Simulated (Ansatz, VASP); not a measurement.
One calculation of HfBi2O2, two programs

```xyz
5
Lattice="4.3605 0.0000 0.0000 -2.1802 3.7763 0.0000 0.0000 0.0000 7.3118" Properties=species:S:1:pos:R:3 pbc="T T T"
Hf    0.0000    0.0000    0.0000
Bi    0.0000    0.0000    4.7826
Bi    0.0000    0.0000    2.5292
O     0.0000    2.5175    0.0000
O     2.1802    1.2588    0.0000
```

Alike in both runs: task relaxation of cell and atoms; functional PBE; k mesh 6 × 6 × 4; occupations gaussian, width 0.1 eV; no spin polarisation.

|  | VASP | Ansatz |
| --- | --- | --- |
| version | VASP 6.6.1 | Ansatz 0.2.0 |
| potentials or method | VASP PAW PBE potentials, release 64 (Hf_pv, Bi_d, O), cutoff 600 eV | scalar-relativistic, plane waves, PAW |
| valence electrons in the cell | 52 | 68 |

VASP gave:

| Quantity | Value |
| --- | --- |
| gap on the k mesh at the Fermi level, each at its own relaxed structure (eV) | none |
| relaxed volume (Å³/atom) | 22.69 |
| relaxed cell length with the largest relative difference (Å) | 9.512 |

Q: Which values does Ansatz return?

A: gap on the k mesh at the Fermi level, each at its own relaxed structure (eV): none; relaxed volume (Å³/atom): 23.17; relaxed cell length with the largest relative difference (Å): 9.658.

A gap of «none» marks a metal or a gap that the smearing closes. VASP's potentials hold 52 valence electrons a cell and Ansatz's 68, so a difference there can come from the potentials and not from the codes.

Neither program's run includes spin-orbit coupling.
